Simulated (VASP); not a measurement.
Set up this calculation in VASP 6.6.1, as the native input.

```yaml
Task: single point
Functional: LDA
Potentials_or_basis: VASP PAW LDA potentials, release 64 (Rb_sv)
Cutoff: 520 eV
k_mesh: 7 × 7 × 7
Occupations: fermi-dirac, width 0.05 eV
Spin: no spin polarisation
Dipole_correction: no
Further_INCAR_settings: ALGO = Fast; EDIFF = 1e-06; NBANDS = 10
```

The structure of Rb lies in POSCAR:

```
Rb
1.0
   -2.8393792292      2.8393792292      2.8393792292
    2.8393792292     -2.8393792292      2.8393792292
    2.8393792292      2.8393792292     -2.8393792292
Rb
1
Direct
    0.0000000000      0.0000000000      0.0000000000
```

These files were run (other wordings do the same):

INCAR

```
SYSTEM = Rb
PREC     = Accurate       ! precision mode
ENCUT    = 520            ! plane-wave cutoff, eV
EDIFF    = 1E-6           ! SCF threshold, eV
ISMEAR   = -1             ! smearing method
SIGMA    = 0.05           ! smearing width, eV
LREAL    = .FALSE.        ! projectors in reciprocal space
LASPH    = .TRUE.         ! aspherical terms in the spheres
NELM     = 60             ! most SCF steps
ALGO     = Fast           ! electronic algorithm
ISIF     = 2              ! what is computed and relaxed
LWAVE    = .FALSE.        ! write WAVECAR
LCHARG   = .FALSE.        ! write CHGCAR
GGA      = CA             ! functional
NBANDS   = 10             ! bands
```

KPOINTS

```
Automatic mesh
0
G
  7 7 7
  0 0 0
```

Potentials or basis: VASP PAW LDA potentials, release 64 (Rb_sv).

The run is started by

```sh
$ cat potpaw_LDA.64/Rb_sv/POTCAR > POTCAR
$ mpirun -np 1 vasp_std > vasp.out
```

Results of the run:

```
Pressure : -0.4 GPa
```

It took 18 s on 1 thread of Intel(R) Xeon(R) Platinum 8375C CPU @ 2.90GHz (Ice Lake), with other jobs on the host, peak memory 0.19 GiB.
